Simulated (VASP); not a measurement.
Set up this calculation in VASP 6.6.1, as the native input.

- Task: single point
- Functional: PBEsol
- Potentials or basis: VASP PAW PBE potentials, release 64 (Y_sv, N)
- Cutoff: 600 eV
- k mesh: 6 × 6 × 4
- Occupations: gaussian, width 0.1 eV
- Spin: no spin polarisation
- Dipole correction: no
- Further INCAR settings: ALGO = Normal; EDIFF = 1e-06; NBANDS = 24

The structure of YN lies in POSCAR:

```
YN
1.0
    3.4340438525      0.0000000000      0.0000000000
    0.0000000000      3.4340438525      0.0000000000
    0.0000000000      0.0000000000      4.8564713485
Y N
2 2
Direct
    0.0000000000      0.0000000000      0.0000000000
    0.5000000000      0.5000000000      0.5000000000
    0.5000000000      0.5000000000      0.0000000000
    0.0000000000      0.0000000000      0.5000000000
```

The input as run:

INCAR

```
ALGO = Normal
EDIFF = 1E-6
ENCUT = 600
GGA = PS
GGA_COMPAT = F
ISIF = 2
ISMEAR = 0
LASPH = T
LCHARG = F
LREAL = F
LWAVE = F
NBANDS = 24
NELM = 120
PREC = Accurate
SIGMA = 0.1
```

KPOINTS

```
k-points
0
Gamma
  6 6 4
```

Potentials or basis: VASP PAW PBE potentials, release 64 (Y_sv, N).

Command:

```sh
$ cat potpaw_PBE.64/Y_sv/POTCAR potpaw_PBE.64/N/POTCAR > POTCAR
$ mpirun -np 1 vasp_std > vasp.out
```

Results of the run:

```yaml
Pressure: -0.2 GPa
Band_gap_on_the_k_mesh: 0.07 eV
```

Caveat: semilocal functionals underestimate gaps, and a narrow one can read as zero; the PAW data sets were made with another functional, which shifts forces and pressure a little.

Run time: 110 s on 1 thread of Intel Xeon 8259CL (shared host), peak memory 0.21 GiB.
